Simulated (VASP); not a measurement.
A run of VASP 6.6.1 is set up as follows.

The input INCAR:

```
ALGO     = Fast           # electronic algorithm
EDIFF    = 1E-7           # SCF threshold, eV
ENCUT    = 520            # plane-wave cutoff, eV
GGA      = PE             # functional
ISIF     = 2              # what is computed and relaxed
ISMEAR   = 0              # smearing method
LASPH    = True           # aspherical terms in the spheres
LCHARG   = False          # write CHGCAR
LREAL    = False          # projectors in reciprocal space
LWAVE    = False          # write WAVECAR
NBANDS   = 18             # bands
NELM     = 60             # most SCF steps
PREC     = Accurate       # precision mode
SIGMA    = 0.1            # smearing width, eV
```

Contents of KPOINTS:

```
k-points
0
Gamma
  18 18 8
```

Contents of POSCAR:

```
Li2Rh
1.0
    2.6435085400      0.0000000281      0.0000000000
   -1.3217542943      2.2893455367      0.0000000000
    0.0000000000      0.0000000000      6.4232989362
Li Rh
2 1
Direct
    0.3333333333      0.6666666667      0.3140245772
    0.6666666667      0.3333333333      0.6859754228
    0.0000000000      0.0000000000      0.0000000000
```

Potentials or basis: VASP PAW PBE potentials, release 64 (Li_sv, Rh_pv).

Command:

```sh
$ cat potpaw_PBE.64/Li_sv/POTCAR potpaw_PBE.64/Rh_pv/POTCAR > POTCAR
$ mpirun -np 1 vasp_std > vasp.out
```

**Question.** Predict the band gap on the k mesh.

**Answer.** Zero (an odd number of electrons rules out a gap without spin polarisation).
